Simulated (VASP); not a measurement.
# Sb (Pm-3m) in VASP: single point with PBEsol

Aim: the single point of Sb with PBEsol.

Everything below comes from runs of VASP 6.6.1. Logs are shortened: lines on timing, memory, paths and dates and some standing lists are left out, and cuts for length are marked.

### 1 The cell of the first run

Symmetry: Pm-3m, No. 221, cubic system. Conventional cell: a = 3.897 Å, b = 3.897 Å, c = 3.897 Å, α = 90.00°, β = 90.00°, γ = 90.00°. Sb (site symmetry m-3m) has 6 Sb at 3.90 Å within 5.1 Å.

### 2 Single point, PBEsol

File INCAR:

```
SYSTEM = Sb
  ALGO = Normal
  EDIFF = 1E-6
  ENCUT = 520
  GGA = PS
  ISIF = 2
  ISMEAR = 0
  LASPH = .True.
  LCHARG = .True.
  LELF = .True.
  LREAL = .False.
  LVHAR = .True.
  LWAVE = .False.
  NBANDS = 8
  NELM = 60
  PREC = Accurate
  SIGMA = 0.15
```

File KPOINTS:

```
k-points
0
Gamma
  6 6 6
  0 0 0
```

File POSCAR:

```
Sb
1.0
    3.8973370000      0.0000000000      0.0000000000
    0.0000000000      3.8973370000      0.0000000000
    0.0000000000      0.0000000000      3.8973370000
Sb
1
Direct
    0.0000000000      0.0000000000      0.0000000000
```

Potentials or basis: VASP PAW PBE potentials, release 64 (Sb).

Run with:

```bash
cat potpaw_PBE.64/Sb/POTCAR > POTCAR
mpirun -np 1 vasp_std > vasp.out
```

OUTCAR:

```text
SYSTEM = Sb
   EDIFF = 1E-6
   ENCUT = 520
   GGA = PS
   ISIF = 2
   ISMEAR = 0
   LASPH = .True.
   LREAL = .False.
   NELM = 60
   PREC = Accurate

 ion  position               nearest neighbor table
   1  0.000  0.000  0.000-

  LATTYP: Found a simple cubic cell.
 ALAT       =     3.8973370000

  Lattice vectors:

 A1 = (   3.8973370000,   0.0000000000,   0.0000000000)
 A2 = (   0.0000000000,   3.8973370000,   0.0000000000)
 A3 = (   0.0000000000,   0.0000000000,   3.8973370000)

Analysis of symmetry for initial positions (statically):
=====================================================================
 Subroutine PRICEL returns:
 Original cell was already a primitive cell.

 Routine SETGRP: Setting up the symmetry group for a
 simple cubic supercell.

 Subroutine GETGRP returns: Found 48 space group operations
 (whereof 48 operations were pure point group operations)
 out of a pool of 48 trial point group operations.

The static configuration has the point symmetry O_h .

Analysis of symmetry for dynamics (positions and initial velocities):
=====================================================================
 Subroutine PRICEL returns:
 Original cell was already a primitive cell.

 Routine SETGRP: Setting up the symmetry group for a
 simple cubic supercell.

 Subroutine GETGRP returns: Found 48 space group operations
 (whereof 48 operations were pure point group operations)
 out of a pool of 48 trial point group operations.

The dynamic configuration has the point symmetry O_h .

 Subroutine INISYM returns: Found 48 space group operations
 (whereof 48 operations are pure point group operations),
 and found     1 'primitive' translations

----------------------------------------------------------------------------------------

                                     Primitive cell

  volume of cell :      59.1976

  direct lattice vectors                    reciprocal lattice vectors
     3.897337000  0.000000000  0.000000000     0.256585458  0.000000000  0.000000000
     0.000000000  3.897337000  0.000000000     0.000000000  0.256585458  0.000000000
     0.000000000  0.000000000  3.897337000     0.000000000  0.000000000  0.256585458

  length of vectors
     3.897337000  3.897337000  3.897337000     0.256585458  0.256585458  0.256585458

  position of ions in fractional coordinates (direct lattice)
     0.000000000  0.000000000  0.000000000

  ion indices of the primitive-cell ions
   primitive index   ion index
                 1           1

----------------------------------------------------------------------------------------

 KPOINTS: k-points

Automatic generation of k-mesh.
 Grid dimensions read from file:
 generate k-points for:    6    6    6

 Generating k-lattice:

  Cartesian coordinates                     Fractional coordinates (reciprocal lattice)
     0.042764243  0.000000000  0.000000000     0.166666667  0.000000000  0.000000000
     0.000000000  0.042764243  0.000000000     0.000000000  0.166666667  0.000000000
     0.000000000  0.000000000  0.042764243     0.000000000  0.000000000  0.166666667

  Length of vectors
     0.042764243  0.042764243  0.042764243

  Shift w.r.t. Gamma in fractional coordinates (k-lattice)
     0.000000000  0.000000000  0.000000000

 Subroutine IBZKPT returns following result:
 ===========================================

 Found     20 irreducible k-points:

 Following reciprocal coordinates:
            Coordinates               Weight
  0.000000  0.000000  0.000000      1.000000
  0.166667  0.000000  0.000000      6.000000
  0.333333  0.000000  0.000000      6.000000
  0.500000  0.000000  0.000000      3.000000
  0.166667  0.166667  0.000000     12.000000
  0.333333  0.166667  0.000000     24.000000
[... 12 lines left out ...]
  0.500000  0.500000  0.333333      6.000000
  0.500000  0.500000  0.500000      1.000000
   k-points           NKPTS =     20   k-points in BZ     NKDIM =     20   number of bands    NBANDS=      8
   number of dos      NEDOS =    301   number of ions     NIONS =      1
   total plane-waves  NPLWV =  27000
   dimension x,y,z NGX =    30 NGY =   30 NGZ =   30
   dimension x,y,z NGXF=    60 NGYF=   60 NGZF=   60
   ions per type =               1
   NGX,Y,Z   is equivalent  to a cutoff of  12.80, 12.80, 12.80 a.u.
   NGXF,Y,Z  is equivalent  to a cutoff of  25.59, 25.59, 25.59 a.u.
 SYSTEM =  Sb
   PREC   = accura    normal or accurate (medium, high low for compatibility)
   ISTART =      0    job   : 0-new  1-cont  2-samecut
   ICHARG =      2    charge: 1-file 2-atom 10-const
   ISPIN  =      1    spin polarized calculation?
   LNONCOLLINEAR =      F non collinear calculations
   LSORBIT =      F    spin-orbit coupling
   LASPH  =      T    aspherical Exc in radial PAW
   ENCUT  =  520.0 eV  38.22 Ry    6.18 a.u.   7.25  7.25  7.25*2*pi/ulx,y,z
   NELM   =     60;   NELMIN=  2; NELMDL= -5     # of ELM steps
   EDIFF  = 0.1E-05   stopping-criterion for ELM
   LREAL  =      F    real-space projection
   EDIFFG = 0.1E-04   stopping-criterion for IOM
   NSW    =      0    number of steps for IOM
   IBRION =     -1    ionic relax: 0-MD 1-quasi-New 2-CG
   NFREE  =      0    steps in history (QN), initial steepest desc. (CG)
   ISIF   =      2    stress and relaxation
   ISYM   =      2    0-nonsym 1-usesym 2-fastsym
   POTIM  = 0.5000    time-step for ionic-motion
   TEBEG  =    0.0;   TEEND  =   0.0 temperature during run
   PSTRESS=    0.0 pullay stress
   NELECT =       5.0000    total number of electrons
   NUPDOWN=      -1.0000    fix difference up-down
   EMIN   =  10.00;   EMAX   =-10.00  energy-range for DOS
   EFERMI =   0.00;   METHOD = LEGACY
   ISMEAR =     0;   SIGMA  =   0.15  broadening in eV -4-tet -1-fermi 0-gaus
   EFERMI_NEDOS =   21; number of points for ismear=-14 and -15
   IALGO  =     38    algorithm
   IMIX   =      4    mixing-type and parameters
     AMIX     =   0.40;   BMIX     =  1.00
     AMIX_MAG =   1.60;   BMIX_MAG =  1.00
  volume/ion in A,a.u.               =      59.20       399.48
  Fermi-wavevector in a.u.,A,eV,Ry     =   0.718285  1.357362  7.019702  0.515934
  Thomas-Fermi vector in A             =   1.807184
   LORBIT       =      0    0 simple, 1 ext, 2 COOP (PROOUT), +10 PAW based schemes
   GGA     = PS    functional components
   LHFCALC =     F    Hartree Fock is set to
   AEXX    =    0.0000 exact exchange contribution
   IVDW    =     0    specifies the selected vdW correction
   LEPSILON=     F    determine dielectric tensor
   LRPA    =     F    only Hartree local field effects (RPA)
 non-spin polarized calculation
 Gauss-broadening in eV      SIGMA  =   0.15
  energy-cutoff  :      520.00
  volume of cell :       59.20
 maximum number of plane-waves:      1628
 NGX is ok and might be reduce to    30
   NGX = 15   NGY = 15   NGZ = 15

 number of electron       5.0000000 magnetization

 Free energy of the ion-electron system (eV)
  ---------------------------------------------------
  ext. energy  EPLUGINS =         0.00000000
  ---------------------------------------------------
  free energy    TOTEN  =        -2.99292195 eV

  energy without entropy =       -2.98858151  energy(sigma->0) =       -2.99075173

 E-fermi :   0.8960     XC(G=0):  -7.0953

 val. band max:        0.8086787348   @ k =   0.5000   0.5000   0.3333
 cond. band min:       1.0143068742   @ k =   0.1667   0.0000   0.0000
 fundamental gap:      0.2056281394
 Fermi energy:         0.8960058288

 k-point     1 :       0.0000    0.0000    0.0000
  band No.  band energies     occupation
      1      -8.2708      2.00000
      2       2.3985      0.00000
      3       2.3985      0.00000
      4       2.3985      0.00000
      5       5.6830      0.00000
      6       7.1941      0.00000
      7       7.1941      0.00000
      8      14.4466      0.00000

 k-point     2 :       0.1667    0.0000    0.0000
  band No.  band energies     occupation
      1      -8.1240      2.00000
      2       1.0143      0.26470
      3       2.5290      0.00000
      4       2.5290      0.00000
      5       6.2762      0.00000
      6       7.3967      0.00000
      7       8.6902      0.00000
      8      12.5294      0.00000

 k-point     3 :       0.3333    0.0000    0.0000
  band No.  band energies     occupation
      1      -7.7846      2.00000
      2      -0.7176      2.00000
      3       2.8196      0.00000
      4       2.8196      0.00000
      5       7.0789      0.00000
      6       7.9282      0.00000
      7      10.0597      0.00000
      8      10.8824      0.00000

 k-point     4 :       0.5000    0.0000    0.0000
  band No.  band energies     occupation
      1      -7.5828      2.00000
      2      -1.4240      2.00000
      3       2.9838      0.00000
      4       2.9838      0.00000
      5       7.8320      0.00000
      6       8.3271      0.00000
      7       9.1443      0.00000
      8      10.2514      0.00000

 k-point     5 :       0.1667    0.1667    0.0000
  band No.  band energies     occupation
      1      -7.9780      2.00000
      2       1.0819      0.07963
      3       1.2655      0.00049
      4       2.6578      0.00000
      5       6.8763      0.00000
      6       8.4096      0.00000
      7       9.1470      0.00000
      8      10.7407      0.00000
[... 133 lines left out ...]
 k-point    18 :       0.5000    0.3333    0.3333
  band No.  band energies     occupation
      1      -6.6553      2.00000
      2      -0.3026      2.00000
      3       0.5687      1.99797
      4       0.6321      1.98715
      5       6.0595      0.00000
      6       6.7206      0.00000
      7       7.6383      0.00000
      8      10.4765      0.00000

 k-point    19 :       0.5000    0.5000    0.3333
  band No.  band energies     occupation
      1      -6.4673      2.00000
      2      -0.0734      2.00000
      3      -0.0734      2.00000
      4       0.8087      1.58968
      5       5.6087      0.00000
      6       6.9385      0.00000
      7       6.9385      0.00000
      8       9.4465      0.00000

 k-point    20 :       0.5000    0.5000    0.5000
  band No.  band energies     occupation
      1      -6.2814      2.00000
      2       0.1415      2.00000
      3       0.1415      2.00000
      4       0.1415      2.00000
      5       6.2118      0.00000
      6       6.2118      0.00000
      7       6.2118      0.00000
      8       8.3181      0.00000

------------------------ aborting loop because EDIFF is reached ----------------------------------------

  FORCE on cell =-STRESS in cart. coord.  units (eV):
  Direction    XX          YY          ZZ          XY          YZ          ZX
  --------------------------------------------------------------------------------------
  -------------------------------------------------------------------------------------
  Total       -3.1338392     -3.1338392     -3.1338392      0.0000000      0.0000000     -0.0000000
  in kB      -84.8170977    -84.8170977    -84.8170977      0.0000000      0.0000000     -0.0000000
  external PRESSURE =     -84.8170977 kB  Pullay stress =       0.0000000 kB

 VOLUME and BASIS-vectors are now :
 -----------------------------------------------------------------------------
  energy-cutoff  :      520.00
  volume of cell :       59.20
      direct lattice vectors                 reciprocal lattice vectors
     3.897337000  0.000000000  0.000000000     0.256585458  0.000000000  0.000000000
     0.000000000  3.897337000  0.000000000     0.000000000  0.256585458  0.000000000
     0.000000000  0.000000000  3.897337000     0.000000000  0.000000000  0.256585458

 POSITION                                       TOTAL-FORCE (eV/Angst)
 -----------------------------------------------------------------------------------
      0.00000      0.00000      0.00000         0.000000      0.000000      0.000000
 -----------------------------------------------------------------------------------
    total drift:                               -0.000000      0.000000     -0.000000

  FREE ENERGIE OF THE ION-ELECTRON SYSTEM (eV)
  ---------------------------------------------------
  free  energy   TOTEN  =        -2.9929219511 eV

  energy  without entropy=       -2.9885815063  energy(sigma->0) =       -2.99075173
```

Wall time 9.5 s (1 thread of Intel Xeon 8259CL, shared host); peak memory 0.16 GiB.

Results:

```
Free energy : -2.9929 eV
Pressure    : -8.5 GPa
```

Caveat: the PAW data sets were made with another functional, which shifts forces and pressure a little; spin-orbit coupling is left out, which moves the levels of the heavy elements.
